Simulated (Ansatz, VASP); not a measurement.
## Two plane-wave programs on Sn3Ir

```
CELL_PARAMETERS angstrom
7.60255 0.00000 0.00000
-3.80128 6.58400 0.00000
0.00000 0.00000 4.01033
ATOMIC_POSITIONS crystal
Sn 0.81020 0.62040 0.25000
Sn 0.18980 0.81020 0.75000
Sn 0.37960 0.18980 0.25000
Sn 0.18980 0.37960 0.75000
Sn 0.81020 0.18980 0.25000
Sn 0.62040 0.81020 0.75000
Ir 0.33333 0.66667 0.25000
Ir 0.66667 0.33333 0.75000
```

Alike in both runs: functional PBE; k mesh 3 × 3 × 4; occupations gaussian, width 0.1 eV; no spin polarisation.

Ansatz relaxed the structure, and its values are those at the end. VASP's run is a single point on that final structure, the one shown.

|  | VASP | Ansatz |
| --- | --- | --- |
| version | VASP 6.6.1 | Ansatz 0.2.0 |
| potentials or method | VASP PAW PBE potentials, release 64 (Sn_d, Ir), cutoff 520 eV | scalar-relativistic, plane waves, PAW |
| valence electrons in the cell | 102 | 118 |

Ansatz gave:

```
gap on the k mesh at the Fermi level (eV) : none
pressure (GPa)                            : -0.1
rms of the force components (eV/Å)        : 0.003
```

Question: Estimate VASP's values.

Answer: gap on the k mesh at the Fermi level (eV): none; pressure (GPa): -0.1; rms of the force components (eV/Å): 0.001.

A gap of «none» marks a metal or a gap that the smearing closes. With one functional, cell and mesh, what is left measures potentials, basis and numerics. VASP's potentials hold 102 valence electrons a cell and Ansatz's 118, so a difference there can come from the potentials and not from the codes.

The k mesh is coarse, so the values compare programs but aren't converged. Neither program's run includes spin-orbit coupling.
